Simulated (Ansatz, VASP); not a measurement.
## One calculation of Ir, two programs

```
CELL_PARAMETERS angstrom
0.00000 1.91970 1.96769
1.91970 0.00000 1.96769
1.91970 1.91970 0.00000
ATOMIC_POSITIONS crystal
Ir 0.00000 0.00000 0.00000
```

Change from the starting cell: strain +0.000 along x and y, +0.025 along z, atoms carried along.

Alike in both runs: task single point; functional r2SCAN; k mesh 22 × 22 × 22; occupations gaussian, width 0.15 eV; no spin polarisation.

|  | VASP | Ansatz |
| --- | --- | --- |
| version | VASP 6.6.1 | Ansatz 0.2.0 |
| potentials or method | VASP PAW PBE potentials, release 64 (Ir), cutoff 520 eV | scalar-relativistic, plane waves, PAW |
| valence electrons in the cell | 9 | 17 |

Ansatz gave:

| Item | Value |
| --- | --- |
| gap on the k mesh at the Fermi level (eV) | none |
| pressure (GPa) | -7.2 |
| traceless stress, the component that is largest in VASP (GPa) | -5.90 |

Q: Estimate VASP's values.

A: gap on the k mesh at the Fermi level (eV): none; pressure (GPa): -5.0; traceless stress, the component that is largest in VASP (GPa): -5.91.

VASP's potentials were made for PBE, not for r2SCAN. A gap of «none» marks a metal or a gap that the smearing closes. VASP's potentials hold 9 valence electrons a cell and Ansatz's 17, so a difference there can come from the potentials and not from the codes.

Spin-orbit coupling is off throughout.
